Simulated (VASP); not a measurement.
A run of VASP 6.6.1:

INCAR

```
  PREC = Accurate
  ENCUT = 520
  EDIFF = 1E-6
  ISMEAR = -1
  SIGMA = 0.15
  LREAL = Auto
  LASPH = T
  NELM = 80
  ALGO = Normal
  ISIF = 2
  LWAVE = F
  LCHARG = T
  GGA = PE
  LELF = T
  LVHAR = T
  NBANDS = 42
```

KPOINTS

```
regular mesh
0
Gamma
  2 2 1
```

POSCAR

```
Al16HO
1.0
    5.7275650000      0.0000000000      0.0000000000
    2.8637820000      4.9602170000      0.0000000000
    0.0000000000      0.0000000000     18.0148060000
Al O H
16 1 1
Direct
    0.0000000000      0.0000000000      0.0555098956
    0.5000030554      0.0000000000      0.0555098956
    0.0000024282      0.4999982864      0.0555098956
    0.5000054836      0.4999982864      0.0555098956
    0.1688361258      0.1612832664      0.1778203995
    0.6998833722      0.1722102077      0.1842095885
    0.1783318941      0.6646080202      0.1813563799
    0.6508410681      0.7244844328      0.1798187558
   -0.1243633991      0.2684559970      0.3155404504
    0.4158778339      0.1951729128      0.2961897008
   -0.0934832959      0.7393829746      0.3073749448
    0.3533589703      0.8034527522      0.2987431560
   -0.1096307233     -0.0300591688      0.5011821942
    0.2892471903      0.0229828655      0.4332713880
   -0.1595836441      0.5096148011      0.4614426600
    0.4052524153      0.4403234778      0.4306346680
    0.0399456462     -0.1193496172      0.5867506983
    0.0014058203     -0.2405741523      0.6158101286
```

Potentials or basis: VASP PAW PBE potentials, release 64 (Al, O, H).

The run is started by

```sh
$ cat potpaw_PBE.64/Al/POTCAR potpaw_PBE.64/O/POTCAR potpaw_PBE.64/H/POTCAR > POTCAR
$ mpirun -np 1 vasp_std > vasp.out
```

Hardware: 1 thread of Intel(R) Xeon(R) Platinum 8259CL CPU @ 2.50GHz (Skylake/Cascade Lake), with other jobs on the host.

Problem. How long does it take, and how much memory?

Solution. Wall time 4.5 min on 1 thread of Intel(R) Xeon(R) Platinum 8259CL CPU @ 2.50GHz (Skylake/Cascade Lake), with other jobs on the host, peak memory 0.63 GiB. Counts: scf iterations 22, k points 4.
